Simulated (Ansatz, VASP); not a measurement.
**One calculation of PdC18, two programs**

```xyz
19
Lattice="7.3980 0.0000 0.0000 -3.6990 6.4069 0.0000 0.0000 0.0000 12.0000" Properties=species:S:1:pos:R:3 pbc="T T T"
C     0.0090   -0.0346    1.0150
C     1.2218    0.6781    0.9778
C    -1.2338    2.1182    1.0203
C    -0.0113    2.8134    0.9819
C    -2.4686    4.2412    0.9559
C    -1.2443    4.9491    0.9796
C     2.4622   -0.0306    0.9796
C     3.6750    0.6818    1.0170
C     1.2292    2.1051    0.9793
C     2.4536    2.8128    0.9556
C    -0.0041    4.2407    0.9802
C     1.2187    4.9357    1.0186
C     4.9169   -0.0369    1.1228
C     6.1653    0.6839    1.1226
C     3.6939    2.1086    0.9610
C     4.9182    2.8160    0.9636
C     2.4646    4.2382    0.9650
C     3.6890    4.9456    0.9627
Pd    1.8426    6.7298    3.1617
```

Alike in both runs: functional PBE; dispersion D3(BJ); k mesh 2 × 2 × 1; occupations gaussian, width 0.02 eV; no spin polarisation.

Ansatz relaxed the structure, and its values are those at the end. VASP's run is a single point on that final structure, the one shown.

|  | VASP | Ansatz |
| --- | --- | --- |
| version | VASP 6.6.1 | Ansatz 0.2.0 |
| potentials or method | VASP PAW PBE potentials, release 64 (C, Pd), cutoff 520 eV | scalar-relativistic, plane waves, PAW |
| valence electrons in the cell | 82 | 90 |

|  | VASP | Ansatz | Ansatz less VASP |
| --- | --- | --- | --- |
| rms of the force components (eV/Å) | 0.010 | 0.010 | -0.0004 |

VASP's potentials hold 82 valence electrons a cell and Ansatz's 90, so a difference there can come from the potentials and not from the codes.

The k mesh is coarse, so the values compare programs but aren't converged.
